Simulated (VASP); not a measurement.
Runs of VASP 6.6.1 on Al. The structure is that of space group Im-3m (No. 229), or close to it. The cells are those of the table. 

| cell | gap on the mesh (eV) | pressure (GPa) |
| --- | --- | --- |
| a = 2.738 Å, angles 109.5°, 1 atom | none | 1.9 |
| a = 2.756 Å, angles 109.5°, 1 atom | none | (b) |
| a = 2.792 Å, angles 109.5°, 1 atom | none | -2.5 |
| a = 2.774 Å, angles 109.5°, 1 atom | none | (a) |
| a = 2.700 Å, angles 109.5°, 1 atom | none | 5.8 |
| a = 2.810 Å, angles 109.5°, 1 atom | none | -3.7 |

Alike in all rows: task single point; level LDA; potentials or basis VASP PAW LDA potentials, release 64 (Al); no spin polarisation; k mesh 13 × 13 × 13; cutoff (eV) 520; smearing fermi-dirac 0.1 eV.

Q: Estimate the missing entries.

A: (a) -1.2; (b) 0.2.

A gap of «none» marks levels without a gap at the run's occupations.
